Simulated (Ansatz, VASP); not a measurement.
## One calculation of Sn4H, two programs

File INCAR:

```
SYSTEM = Sn4H
PREC = Accurate
ENCUT = 600
EDIFF = 1E-7
ISMEAR = 0
SIGMA = 0.2
LREAL = .False.
LASPH = .True.
NELM = 100
ALGO = Normal
ISIF = 3
LWAVE = .False.
LCHARG = .False.
GGA = PE
IBRION = 2
NSW = 36
EDIFFG = -0.08
```

The input KPOINTS:

```
regular mesh
0
Gamma
  5 5 1
  0 0 0
```

The input POSCAR:

```
Sn4H
1.0
    3.4300000000      0.0000000000      0.0000000000
   -1.7150000000      2.9704671300      0.0000000000
    0.0000000000      0.0000000000     24.4500000000
Sn H
8 2
Direct
    0.3333333300      0.6666666700      0.1063000000
    0.6666666700      0.3333333300      0.8937000000
    0.6666666700      0.3333333300      0.4438000000
    0.3333333300      0.6666666700      0.5562000000
    0.6666666700      0.3333333300      0.2188000000
    0.3333333300      0.6666666700      0.3313000000
    0.3333333300      0.6666666700      0.7812000000
    0.6666666700      0.3333333300      0.6687000000
    0.0000000000      0.0000000000      0.0152000000
    0.0000000000      0.0000000000      0.9848000000
```

Input for Ansatz:

```yaml
crystal:
  lattice:
    - [3.43, 0.0, 0.0]
    - [-1.715, 2.97046713, 0.0]
    - [0.0, 0.0, 24.45]
  atoms:
    - { symbol: Sn, position: [0.33333333, 0.66666667, 0.1063] }
    - { symbol: Sn, position: [0.66666667, 0.33333333, 0.8937] }
    - { symbol: Sn, position: [0.66666667, 0.33333333, 0.4438] }
    - { symbol: Sn, position: [0.33333333, 0.66666667, 0.5562] }
    - { symbol: Sn, position: [0.66666667, 0.33333333, 0.2188] }
    - { symbol: Sn, position: [0.33333333, 0.66666667, 0.3313] }
    - { symbol: Sn, position: [0.33333333, 0.66666667, 0.7812] }
    - { symbol: Sn, position: [0.66666667, 0.33333333, 0.6687] }
    - { symbol: H, position: [0.0, 0.0, 0.0152] }
    - { symbol: H, position: [0.0, 0.0, 0.9848] }
basis:
  ecutwfc: 420
kpoints:
  mp_grid: { grid: [5, 5, 1] }
hamiltonian:
  xc: pbe
scf:
  occupations: { method: gaussian, width: 0.2 }
  lower_state_search: "off"
output:
  forces: true
  stress: true
  eigenvalues: true
relax:
  adjacent_minimum: "off"
  f_tol: 0.08
  max_steps: 16
  cell: { stress_tol: 0.8 }
```

Alike in both runs: task relaxation of cell and atoms; functional PBE; k mesh 5 × 5 × 1; occupations gaussian, width 0.2 eV; no spin polarisation.

```csv
,VASP,Ansatz
version,VASP 6.6.1,Ansatz 0.2.0
potentials or method,"VASP PAW PBE potentials, release 64 (Sn_d, H), cutoff 600 eV","scalar-relativistic, plane waves, PAW"
valence electrons in the cell,114,114
```

```csv
,VASP,Ansatz,Ansatz less VASP
"gap on the k mesh at the Fermi level, each at its own relaxed structure (eV)",none,none,-
relaxed volume (Å³/atom),26.05,27.44,+1.382
relaxed cell length with the largest relative difference (Å),25.078,26.168,+1.0902
```

A gap of «none» marks a metal or a gap that the smearing closes. One of these differences is far larger than is usual between the two programs; its cause wasn't traced.

The k mesh is coarse, so the values compare programs but aren't converged.
